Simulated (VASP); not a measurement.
A run of VASP 6.6.1:

INCAR

```
SYSTEM = Si3N4
  ALGO = Normal
  EDIFF = 1E-6
  ENCUT = 520
  GGA = PE
  ISIF = 2
  ISMEAR = 0
  LASPH = .TRUE.
  LCHARG = .TRUE.
  LELF = .TRUE.
  LREAL = .FALSE.
  LVHAR = .TRUE.
  LWAVE = .FALSE.
  NBANDS = 45
  NELM = 80
  PREC = Accurate
  SIGMA = 0.02
```

The input KPOINTS:

```
k-points
0
G
  6 6 6
  0 0 0
```

POSCAR

```
Si3N4
1.0
   -3.3499602187      3.3499602187      3.3499602187
    3.3499602187     -3.3499602187      3.3499602187
    3.3499602187      3.3499602187     -3.3499602187
Si N
6 8
Direct
    0.2500000000      0.1250000000      0.8750000000
    0.8750000000      0.2500000000      0.1250000000
    0.7500000000      0.3750000000      0.6250000000
    0.6250000000      0.7500000000      0.3750000000
    0.1250000000      0.8750000000      0.2500000000
    0.3750000000      0.6250000000      0.7500000000
    0.5685206878      0.5685206878      0.5685206878
    0.4314793122      0.5000000000      0.0000000000
    0.5000000000      0.0000000000      0.9314793122
    0.0000000000      0.4314793122      0.5000000000
    0.9314793122      0.5000000000      0.0000000000
    0.0685206878      0.0685206878      0.0685206878
    0.0000000000      0.9314793122      0.5000000000
    0.5000000000      0.0000000000      0.4314793122
```

Potentials or basis: VASP PAW PBE potentials, release 64 (Si, N).

Run with:

```bash
$ cat potpaw_PBE.64/Si/POTCAR potpaw_PBE.64/N/POTCAR > POTCAR
$ mpirun -np 1 vasp_std > vasp.out
```

Hardware: 1 thread of Intel(R) Xeon(R) Platinum 8259CL CPU @ 2.50GHz (Skylake/Cascade Lake) (shared host).

**Question.** How long does it take, and how much memory?

**Answer.** It took 3.2 min on 1 thread of Intel(R) Xeon(R) Platinum 8259CL CPU @ 2.50GHz (Skylake/Cascade Lake), on a shared host, peak memory 0.34 GiB. Counts: scf iterations 14, k points 16.
